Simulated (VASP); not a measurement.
Write the native input for VASP 6.6.1 that does the following.

```yaml
Task: single point
Functional: HSE06
Potentials_or_basis: VASP PAW PBE potentials, release 64 (Ca_sv, O)
Cutoff: 520 eV
k_mesh: 6 × 6 × 6
Occupations: gaussian, width 0.01 eV
Spin: no spin polarisation
Dipole_correction: no
Grid_for_exact_exchange_PRECFOCK: Normal
Further_INCAR_settings: ALGO = Normal; EDIFF = 1e-07; NBANDS = 15
Share_of_exact_exchange: 0.25
Screening_parameter: 0.2079 1/Å
```

Crystal: CaO.

```
Ca O
1.0
     0.00000    2.39755    2.39755
     2.32562    0.00000    2.39755
     2.32562    2.39755    0.00000
Ca O
1 1
Direct
  0.00000 0.00000 0.00000
  0.50000 0.50000 0.50000
```

This cell differs from its parent crystal: uniaxial x strain -3.0%.

One way to write it, as run:

POSCAR

```
CaO
1.0
    0.0000000000      2.3975501265      2.3975501265
    2.3256236227      0.0000000000      2.3975501265
    2.3256236227      2.3975501265      0.0000000000
Ca O
1 1
Direct
    0.0000000000      0.0000000000      0.0000000000
    0.5000000000      0.5000000000      0.5000000000
```

INCAR.step1

```
SYSTEM = CaO
PREC = Accurate
ENCUT = 520
EDIFF = 1E-5
ISMEAR = 0
SIGMA = 0.01
LREAL = .False.
LASPH = .True.
NELM = 60
ALGO = Normal
ISIF = 2
LWAVE = .True.
LCHARG = .False.
GGA = PE
NBANDS = 15
```

INCAR.step2

```
SYSTEM = CaO
PREC = Accurate
ENCUT = 520
EDIFF = 1E-7
ISMEAR = 0
SIGMA = 0.01
LREAL = .False.
LASPH = .True.
NELM = 60
ALGO = Normal
ISIF = 2
LWAVE = .False.
LCHARG = .False.
GGA = PE
LHFCALC = .True.
HFSCREEN = 0.2079
PRECFOCK = Normal
ISTART = 1
NBANDS = 15
```

KPOINTS

```
Automatic mesh
0
Gamma
  6 6 6
  0 0 0
```

Potentials or basis: VASP PAW PBE potentials, release 64 (Ca_sv, O).

The run is started by

```sh
$ cat potpaw_PBE.64/Ca_sv/POTCAR potpaw_PBE.64/O/POTCAR > POTCAR
$ cp INCAR.step1 INCAR
$ mpirun -np 1 vasp_std > vasp.out
$ cp INCAR.step2 INCAR
$ mpirun -np 1 vasp_std > vasp.out
```

It gave:

The pressure is 5.1 GPa. The band gap on the k mesh is 5.17 eV (least direct gap 5.68 eV).

Caveat: the cell differs from its parent crystal (uniaxial x strain -3.0%); the stress differs along the axes, from 3 to 9 GPa; the PAW data sets were made with another functional, which shifts forces and pressure a little.

Run time: 96 min on 1 thread of Intel Xeon 8259CL, on a shared host, peak memory 0.28 GiB.
